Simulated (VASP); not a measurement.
# Sc (P6_3/mmc) in VASP: a series of runs

The runs below take Sc through single point, with PBE.

Everything below comes from runs of VASP 6.6.1. Logs are shortened: lines on timing, memory, paths and dates and some standing lists are left out, and cuts for length are marked.

**1. The cell of the first run**

The structure is hexagonal, space group P6_3/mmc (No. 194). The conventional cell has a = 3.296 Å, b = 3.296 Å, c = 10.520 Å, α = 90.00°, β = 90.00°, γ = 120.00°. Within 4.3 Å of Sc (site symmetry -3m) lie 12 Sc at 3.25 to 3.30 Å. Sc (site symmetry -6m2) has 12 Sc at 3.25 to 3.30 Å within 4.3 Å.

**2. Single point, PBE**

INCAR

```
PREC = Accurate
ENCUT = 520
EDIFF = 1E-7
ISMEAR = -1
SIGMA = 0.1
LREAL = False
LASPH = True
NELM = 80
ALGO = Normal
ISIF = 2
LWAVE = False
LCHARG = False
GGA = PE
NBANDS = 30
```

KPOINTS

```
Automatic mesh
0
Gamma
  11 11 3
```

POSCAR

```
Sc
1.0
    3.2958999280      0.0000000000      0.0000000000
   -1.6479499640      2.8543330660      0.0000000000
    0.0000000000      0.0000000000     10.5197996409
Sc
4
Direct
    0.0000000000      1.0000000000      0.0000000000
    0.0000000000      1.0000000000      0.5000000000
    0.3333333333      0.6666666667      0.2500000000
    0.6666666667      0.3333333333      0.7500000000
```

Potentials or basis: VASP PAW PBE potentials, release 64 (Sc_sv).

Launch:

```sh
cat potpaw_PBE.64/Sc_sv/POTCAR > POTCAR
mpirun -np 1 vasp_std > vasp.out
```

OUTCAR:

```text
PREC = Accurate
   ENCUT = 520
   EDIFF = 1E-7
   ISMEAR = -1
   LREAL = False
   LASPH = True
   NELM = 80
   ISIF = 2
   GGA = PE

 ion  position               nearest neighbor table
   1  0.000  0.000  0.000-   3 3.25   4 3.25   4 3.25   3 3.25   4 3.25   3 3.25
   2  0.000  0.000  0.500-   3 3.25   4 3.25   4 3.25   3 3.25   4 3.25   3 3.25
   3  0.333  0.667  0.250-   1 3.25   2 3.25   1 3.25   2 3.25   1 3.25   2 3.25
   4  0.667  0.333  0.750-   1 3.25   2 3.25   1 3.25   2 3.25   1 3.25   2 3.25

  LATTYP: Found a hexagonal cell.
 ALAT       =     3.2958999280
 C/A-ratio  =     3.1917836921

  Lattice vectors:

 A1 = (   3.2958999280,   0.0000000000,   0.0000000000)
 A2 = (  -1.6479499640,   2.8543330660,   0.0000000000)
 A3 = (   0.0000000000,   0.0000000000,  10.5197996409)

Analysis of symmetry for initial positions (statically):
=====================================================================
 Subroutine PRICEL returns:
 Original cell was already a primitive cell.

 Routine SETGRP: Setting up the symmetry group for a
 hexagonal supercell.

 Subroutine GETGRP returns: Found 24 space group operations
 (whereof 12 operations were pure point group operations)
 out of a pool of 24 trial point group operations.

The static configuration has the point symmetry D_3d.
 The point group associated with its full space group is D_6h.

Analysis of symmetry for dynamics (positions and initial velocities):
=====================================================================
 Subroutine PRICEL returns:
 Original cell was already a primitive cell.

 Routine SETGRP: Setting up the symmetry group for a
 hexagonal supercell.

 Subroutine GETGRP returns: Found 24 space group operations
 (whereof 12 operations were pure point group operations)
 out of a pool of 24 trial point group operations.

The dynamic configuration has the point symmetry D_3d.
 The point group associated with its full space group is D_6h.

 Subroutine INISYM returns: Found 24 space group operations
 (whereof 12 operations are pure point group operations),
 and found     1 'primitive' translations

----------------------------------------------------------------------------------------

                                     Primitive cell

  volume of cell :      98.9660

  direct lattice vectors                    reciprocal lattice vectors
     3.295899928  0.000000000  0.000000000     0.303407270  0.175172269  0.000000000
    -1.647949964  2.854333066  0.000000000     0.000000000  0.350344538  0.000000000
     0.000000000  0.000000000 10.519799641     0.000000000  0.000000000  0.095058845

  length of vectors
     3.295899928  3.295899928 10.519799641     0.350344538  0.350344538  0.095058845

  position of ions in fractional coordinates (direct lattice)
     0.000000000  0.000000000  0.000000000
     0.000000000  0.000000000  0.500000000
     0.333333333  0.666666667  0.250000000
     0.666666667  0.333333333  0.750000000

  ion indices of the primitive-cell ions
   primitive index   ion index
                 1           1
                 2           2
                 3           3
                 4           4

----------------------------------------------------------------------------------------

 KPOINTS: Automatic mesh

Automatic generation of k-mesh.
 Grid dimensions read from file:
 generate k-points for:   11   11    3

 Generating k-lattice:

  Cartesian coordinates                     Fractional coordinates (reciprocal lattice)
     0.027582479  0.015924752  0.000000000     0.090909091  0.000000000  0.000000000
     0.000000000  0.031849503  0.000000000     0.000000000  0.090909091  0.000000000
     0.000000000  0.000000000  0.031686282     0.000000000  0.000000000  0.333333333

  Length of vectors
     0.031849503  0.031849503  0.031686282

  Shift w.r.t. Gamma in fractional coordinates (k-lattice)
     0.000000000  0.000000000  0.000000000

 Subroutine IBZKPT returns following result:
 ===========================================

 Found     32 irreducible k-points:

 Following reciprocal coordinates:
            Coordinates               Weight
  0.000000  0.000000  0.000000      1.000000
  0.090909 -0.000000  0.000000      6.000000
  0.181818 -0.000000  0.000000      6.000000
  0.272727  0.000000  0.000000      6.000000
  0.363636  0.000000  0.000000      6.000000
  0.454545 -0.000000  0.000000      6.000000
[... 16 lines left out ...]
  0.090909  0.090909  0.333333     12.000000
  0.181818  0.090909  0.333333     24.000000
 [... further k-points ...]
   k-points           NKPTS =     32   k-points in BZ     NKDIM =     32   number of bands    NBANDS=     30
   number of dos      NEDOS =    301   number of ions     NIONS =      4
   total plane-waves  NPLWV =  62720
   dimension x,y,z NGX =    28 NGY =   28 NGZ =   80
   dimension x,y,z NGXF=    56 NGYF=   56 NGZF=  160
   ions per type =               4
   NGX,Y,Z   is equivalent  to a cutoff of  14.12, 14.12, 12.64 a.u.
   NGXF,Y,Z  is equivalent  to a cutoff of  28.25, 28.25, 25.29 a.u.
 SYSTEM =  unknown system
   PREC   = accura    normal or accurate (medium, high low for compatibility)
   ISTART =      0    job   : 0-new  1-cont  2-samecut
   ICHARG =      2    charge: 1-file 2-atom 10-const
   ISPIN  =      1    spin polarized calculation?
   LNONCOLLINEAR =      F non collinear calculations
   LSORBIT =      F    spin-orbit coupling
   LASPH  =      T    aspherical Exc in radial PAW
   ENCUT  =  520.0 eV  38.22 Ry    6.18 a.u.   6.13  6.13 19.56*2*pi/ulx,y,z
   NELM   =     80;   NELMIN=  2; NELMDL= -5     # of ELM steps
   EDIFF  = 0.1E-06   stopping-criterion for ELM
   LREAL  =      F    real-space projection
   EDIFFG = 0.1E-05   stopping-criterion for IOM
   NSW    =      0    number of steps for IOM
   IBRION =     -1    ionic relax: 0-MD 1-quasi-New 2-CG
   NFREE  =      0    steps in history (QN), initial steepest desc. (CG)
   ISIF   =      2    stress and relaxation
   ISYM   =      2    0-nonsym 1-usesym 2-fastsym
   POTIM  = 0.5000    time-step for ionic-motion
   TEBEG  =    0.0;   TEEND  =   0.0 temperature during run
   PSTRESS=    0.0 pullay stress
   NELECT =      44.0000    total number of electrons
   NUPDOWN=      -1.0000    fix difference up-down
   EMIN   =  10.00;   EMAX   =-10.00  energy-range for DOS
   EFERMI =   0.00;   METHOD = LEGACY
   ISMEAR =    -1;   SIGMA  =   0.10  broadening in eV -4-tet -1-fermi 0-gaus
   EFERMI_NEDOS =   21; number of points for ismear=-14 and -15
   IALGO  =     38    algorithm
   IMIX   =      4    mixing-type and parameters
     AMIX     =   0.40;   BMIX     =  1.00
     AMIX_MAG =   1.60;   BMIX_MAG =  1.00
  volume/ion in A,a.u.               =      24.74       166.96
  Fermi-wavevector in a.u.,A,eV,Ry     =   1.249483  2.361180 21.241521  1.561208
  Thomas-Fermi vector in A             =   2.383521
   LORBIT       =      0    0 simple, 1 ext, 2 COOP (PROOUT), +10 PAW based schemes
   GGA     = PE    functional components
   LHFCALC =     F    Hartree Fock is set to
   AEXX    =    0.0000 exact exchange contribution
   IVDW    =     0    specifies the selected vdW correction
   LEPSILON=     F    determine dielectric tensor
   LRPA    =     F    only Hartree local field effects (RPA)
 non-spin polarized calculation
  energy-cutoff  :      520.00
  volume of cell :       98.97
 maximum number of plane-waves:      2686
 NGX is ok and might be reduce to    28
   NGX = 13   NGY = 13   NGZ = 39

 number of electron      44.0000001 magnetization

 Free energy of the ion-electron system (eV)
  ---------------------------------------------------
  ext. energy  EPLUGINS =         0.00000000
  ---------------------------------------------------
  free energy    TOTEN  =       -25.03385730 eV

  energy without entropy =      -24.78190437  energy(sigma->0) =      -24.90788084

 E-fermi :   3.6893     XC(G=0):  -9.8611

 val. band max:        3.6873514228   @ k =   0.3636   0.0909   0.0000
 cond. band min:       3.6959939273   @ k =   0.1818  -0.0000   0.3333
 fundamental gap:      0.0086425045
 Fermi energy:         3.6893344825

 k-point     1 :       0.0000    0.0000    0.0000
  band No.  band energies     occupation
      1     -45.7492      2.00000
      2     -45.7222      2.00000
      3     -45.7118      2.00000
      4     -45.6846      2.00000
      5     -24.5689      2.00000
      6     -24.3825      2.00000
[... 22 lines left out ...]
     29       5.4870      0.00000
     30       5.5038      0.00000

 k-point     2 :       0.0909   -0.0000    0.0000
  band No.  band energies     occupation
      1     -45.7453      2.00000
      2     -45.7194      2.00000
      3     -45.7091      2.00000
      4     -45.6830      2.00000
      5     -24.5585      2.00000
      6     -24.3860      2.00000
[... 22 lines left out ...]
     29       5.5431      0.00000
     30       5.6057      0.00000

 k-point     3 :       0.1818   -0.0000    0.0000
  band No.  band energies     occupation
      1     -45.7346      2.00000
      2     -45.7120      2.00000
      3     -45.7016      2.00000
      4     -45.6789      2.00000
      5     -24.5293      2.00000
      6     -24.4025      2.00000
[... 22 lines left out ...]
     29       5.5622      0.00000
     30       5.7886      0.00000

 k-point     4 :       0.2727    0.0000    0.0000
  band No.  band energies     occupation
      1     -45.7198      2.00000
      2     -45.7022      2.00000
      3     -45.6918      2.00000
      4     -45.6741      2.00000
      5     -24.4914      2.00000
      6     -24.4367      2.00000
[... 22 lines left out ...]
     29       5.3972      0.00000
     30       5.9018      0.00000

 k-point     5 :       0.3636    0.0000    0.0000
  band No.  band energies     occupation
      1     -45.7050      2.00000
      2     -45.6932      2.00000
      3     -45.6828      2.00000
      4     -45.6709      2.00000
      5     -24.5068      2.00000
      6     -24.4988      2.00000
[... 22 lines left out ...]
     29       5.3278      0.00000
     30       6.0654      0.00000
[... 526 lines left out ...]
     29       5.3177      0.00000
     30       5.6152      0.00000

 k-point    22 :       0.4545   -0.0000    0.3333
  band No.  band energies     occupation
      1     -45.6937      2.00000
      2     -45.6903      2.00000
      3     -45.6750      2.00000
      4     -45.6716      2.00000
      5     -24.5295      2.00000
      6     -24.5225      2.00000
[... 22 lines left out ...]
     29       5.2708      0.00000
     30       5.5601      0.00000

 k-point    23 :       0.0909    0.0909    0.3333
  band No.  band energies     occupation
      1     -45.7342      2.00000
      2     -45.7242      2.00000
      3     -45.6940      2.00000
      4     -45.6839      2.00000
      5     -24.5180      2.00000
      6     -24.4620      2.00000
[... 22 lines left out ...]
     29       5.5123      0.00000
     30       5.5450      0.00000

 k-point    24 :       0.1818    0.0909    0.3333
  band No.  band energies     occupation
      1     -45.7221      2.00000
      2     -45.7137      2.00000
      3     -45.6873      2.00000
      4     -45.6789      2.00000
      5     -24.4923      2.00000
      6     -24.4619      2.00000
[... 22 lines left out ...]
     29       5.5822      0.00000
     30       5.7420      0.00000

 [... further k-points ...]
[... 5 lines left out ...]
  --------------------------------------------------------------------------------------
  -------------------------------------------------------------------------------------
  Total       -0.0063497     -0.0063497      0.0166883      0.0000000      0.0000000      0.0000000
  in kB       -0.1027963     -0.1027963      0.2701689      0.0000000      0.0000000      0.0000000
  external PRESSURE =       0.0215254 kB  Pullay stress =       0.0000000 kB

 VOLUME and BASIS-vectors are now :
 -----------------------------------------------------------------------------
  energy-cutoff  :      520.00
  volume of cell :       98.97
      direct lattice vectors                 reciprocal lattice vectors
     3.295899928  0.000000000  0.000000000     0.303407270  0.175172269  0.000000000
    -1.647949964  2.854333066  0.000000000     0.000000000  0.350344538  0.000000000
     0.000000000  0.000000000 10.519799641     0.000000000  0.000000000  0.095058845

 POSITION                                       TOTAL-FORCE (eV/Angst)
 -----------------------------------------------------------------------------------
      0.00000      0.00000      0.00000        -0.000000      0.000000     -0.000000
      0.00000      0.00000      5.25990        -0.000000      0.000000     -0.000000
     -0.00000      1.90289      2.62995        -0.000000      0.000000     -0.000000
      1.64795      0.95144      7.88985         0.000000      0.000000      0.000000
 -----------------------------------------------------------------------------------
    total drift:                                0.000000     -0.000000      0.000000

  FREE ENERGIE OF THE ION-ELECTRON SYSTEM (eV)
  ---------------------------------------------------
  free  energy   TOTEN  =       -25.0338573013 eV

  energy  without entropy=      -24.7819043715  energy(sigma->0) =      -24.90788084
```

Run time: 91 s. Hardware: 1 thread of Intel Xeon 6975P-C, shared host; peak memory 0.27 GiB.

Results:

```yaml
Free_energy: -25.0339 eV
Pressure: 0.0 GPa
Band_gap_on_the_k_mesh: zero (band 22 reaches 4.51 eV, above the bottom of band 23 at 3.45 eV)
```

Levels at points of the mesh, in eV from the Fermi level:
| k point | band 19 | band 20 | band 21 | band 22 | band 23 | band 24 | band 25 | band 26 |
| --- | --- | --- | --- | --- | --- | --- | --- | --- |
| (0.00, 0.00, 0.00) | -3.66 | -1.69 | 0.40 | 0.82 | 0.87 | 1.46 | 1.46 | 1.49 |

**3. Single point, PBE (volume scaled by 0.88)**

INCAR

```
PREC = Accurate
ENCUT = 520
EDIFF = 1E-6
ISMEAR = -1
SIGMA = 0.1
LREAL = F
LASPH = T
NELM = 60
ALGO = Normal
ISIF = 2
LWAVE = F
LCHARG = F
GGA = PE
NBANDS = 30
```

KPOINTS

```
Automatic mesh
0
Gamma
  12 12 4
```

POSCAR

```
Sc
1.0
    3.1584080724      0.0000000000      0.0000000000
   -1.5792040362      2.7352616262      0.0000000000
    0.0000000000      0.0000000000     10.0809553784
Sc
4
Direct
    0.0000000000      1.0000000000      0.0000000000
    0.0000000000      1.0000000000      0.5000000000
    0.3333333333      0.6666666667      0.2500000000
    0.6666666667      0.3333333333      0.7500000000
```

Potentials or basis: VASP PAW PBE potentials, release 64 (Sc_sv).

Launch:

```sh
cat potpaw_PBE.64/Sc_sv/POTCAR > POTCAR
mpirun -np 1 vasp_std > vasp.out
```

OUTCAR:

```text
PREC = Accurate
   ENCUT = 520
   EDIFF = 1E-6
   ISMEAR = -1
   LREAL = F
   LASPH = T
   NELM = 60
   ISIF = 2
   GGA = PE

 ion  position               nearest neighbor table
   1  0.000  0.000  0.000-   3 3.11   4 3.11   3 3.11   4 3.11   4 3.11   3 3.11
   2  0.000  0.000  0.500-   3 3.11   4 3.11   3 3.11   4 3.11   4 3.11   3 3.11
   3  0.333  0.667  0.250-   1 3.11   2 3.11   1 3.11   2 3.11   1 3.11   2 3.11
   4  0.667  0.333  0.750-   1 3.11   2 3.11   1 3.11   2 3.11   1 3.11   2 3.11

  LATTYP: Found a hexagonal cell.
 ALAT       =     3.1584080724
 C/A-ratio  =     3.1917836921
[... 985 lines left out ...]

 [... further k-points ...]
[... 5 lines left out ...]
  --------------------------------------------------------------------------------------
  -------------------------------------------------------------------------------------
  Total        4.3620817      4.3620817      4.4565160      0.0000000     -0.0000000     -0.0000000
  in kB       80.2482499     80.2482499     81.9855363      0.0000000     -0.0000000     -0.0000000
  external PRESSURE =      80.8273453 kB  Pullay stress =       0.0000000 kB

 VOLUME and BASIS-vectors are now :
 -----------------------------------------------------------------------------
  energy-cutoff  :      520.00
  volume of cell :       87.09
      direct lattice vectors                 reciprocal lattice vectors
     3.158408072  0.000000000  0.000000000     0.316615199  0.182797870  0.000000000
    -1.579204036  2.735261626  0.000000000     0.000000000  0.365595741  0.000000000
     0.000000000  0.000000000 10.080955378     0.000000000  0.000000000  0.099196947

 POSITION                                       TOTAL-FORCE (eV/Angst)
 -----------------------------------------------------------------------------------
      0.00000      0.00000      0.00000         0.000000      0.000000     -0.000000
      0.00000      0.00000      5.04048         0.000000      0.000000     -0.000000
     -0.00000      1.82351      2.52024        -0.000000      0.000000      0.000000
      1.57920      0.91175      7.56072         0.000000     -0.000000      0.000000
 -----------------------------------------------------------------------------------
    total drift:                               -0.000000      0.000000     -0.000000

  FREE ENERGIE OF THE ION-ELECTRON SYSTEM (eV)
  ---------------------------------------------------
  free  energy   TOTEN  =       -24.7535797012 eV

  energy  without entropy=      -24.5414493988  energy(sigma->0) =      -24.64751455
```

Run time: 97 s. Hardware: 1 thread of Intel Xeon 6975P-C, shared host; peak memory 0.26 GiB.

Results:

```yaml
Free_energy: -24.7536 eV
Pressure: 8.1 GPa
Band_gap_on_the_k_mesh: zero (band 22 reaches 5.37 eV, above the bottom of band 23 at 4.02 eV)
```
